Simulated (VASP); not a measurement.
Set up this calculation in VASP 6.6.1, as the native input.

```yaml
Task: single point
Functional: PBE
Potentials_or_basis: VASP PAW PBE potentials, release 64 (Eu_2), 4f in core
Cutoff: 520 eV
k_mesh: 8 × 8 × 8
Occupations: methfessel-paxton, width 0.15 eV
Spin: collinear spin, ferromagnetic start
Starting_moments: "[7.0] μB"
Dipole_correction: no
Further_INCAR_settings: ALGO = Normal; EDIFF = 1e-07; NBANDS = 14
```

The structure of Eu lies in POSCAR:

```
Eu
1.0
   -2.3030000000      2.3030000000      2.3030000000
    2.3030000000     -2.3030000000      2.3030000000
    2.3030000000      2.3030000000     -2.3030000000
Eu
1
Direct
    0.0000000000      0.0000000000      0.0000000000
```

These files were run (other wordings do the same):

INCAR

```
ALGO     = Normal         # electronic algorithm
EDIFF    = 1E-7           # SCF threshold, eV
ENCUT    = 520            # plane-wave cutoff, eV
GGA      = PE             # functional
ISIF     = 2              # what is computed and relaxed
ISMEAR   = 1              # smearing method
ISPIN    = 2              # spin polarisation
LASPH    = T              # aspherical terms in the spheres
LCHARG   = F              # write CHGCAR
LMAXMIX  = 6              # l up to which the mixer works
LORBIT   = 11             # projections on sites
LREAL    = F              # projectors in reciprocal space
LWAVE    = F              # write WAVECAR
MAGMOM   = 7              # initial moments
NBANDS   = 14             # bands
NELM     = 150            # most SCF steps
PREC     = Accurate       # precision mode
SIGMA    = 0.15           # smearing width, eV
```

KPOINTS

```
k-points
0
Gamma
  8 8 8
```

Potentials or basis: VASP PAW PBE potentials, release 64 (Eu_2), 4f in core.

The run is started by

```bash
$ cat potpaw_PBE.64/Eu_2/POTCAR > POTCAR
$ mpirun -np 1 vasp_std > vasp.out
```

It gave:

| Item | Value |
| --- | --- |
| Pressure | -1.1 GPa |
| Band gap on the k mesh | zero (filled and empty bands overlap) |
| Net moment | 0.00 μB per cell |
| Valence electrons inside the program's atomic spheres | Eu 7.06 |

Caveat: spin-orbit coupling is left out, which moves the levels of the heavy elements; the 4f electrons are frozen in the core, so they carry no moment and show no levels.

Run time: 52 s on 1 thread of AMD EPYC 7R13 Processor (Zen 3), with other jobs on the host, peak memory 0.17 GiB.
